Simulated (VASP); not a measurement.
Set up this calculation in VASP 6.6.1, as the native input.

```yaml
Task: single point
Functional: PBEsol
Potentials_or_basis: VASP PAW PBE potentials, release 64 (Al, N)
Cutoff: 520 eV
k_mesh: 9 × 9 × 6
Occupations: gaussian, width 0.05 eV
Spin: no spin polarisation
Dipole_correction: no
Further_INCAR_settings: ALGO = Normal; EDIFF = 1e-06; NBANDS = 16
```

The structure of AlN lies in POSCAR:

```
AlN
1.0
    3.1110021516      0.0000000000      0.0000000000
   -1.5555010758      2.6942068945      0.0336775862
    0.0000000000      0.0622250000      4.9780000000
Al N
2 2
Direct
    0.3333333333      0.6666666667      0.0000000000
    0.6666666667      0.3333333333      0.5000000000
    0.3333333333      0.6666666667      0.3850000000
    0.6666666667      0.3333333333      0.8850000000
```

This cell differs from its parent crystal: strain +0.0250 x Voigt [0, 0, 0, 1, 0, 0].

One way to write it, as run:

INCAR

```
PREC = Accurate ; ENCUT = 520
EDIFF = 1E-6 ; ISMEAR = 0
SIGMA = 0.05 ; LREAL = False
LASPH = True ; NELM = 100
ALGO = Normal ; ISIF = 2
LWAVE = False ; LCHARG = False
GGA = PS ; NBANDS = 16
```

KPOINTS

```
regular mesh
0
Gamma
  9 9 6
```

Potentials or basis: VASP PAW PBE potentials, release 64 (Al, N).

Run with:

```sh
$ cat potpaw_PBE.64/Al/POTCAR potpaw_PBE.64/N/POTCAR > POTCAR
$ mpirun -np 1 vasp_std > vasp.out
```

It gave:

```yaml
Pressure: 0.5 GPa
Largest_force: 0.234 eV/Å
Band_gap_on_the_k_mesh: 4.07 eV
```

Caveat: the cell differs from its parent crystal (strain +0.0250 x Voigt [0, 0, 0, 1, 0, 0]); the PAW data sets were made with another functional, which shifts forces and pressure a little.

Wall time 38 s on 1 thread of Intel(R) Xeon(R) Platinum 8488C (Sapphire Rapids), on a shared host, peak memory 0.21 GiB.
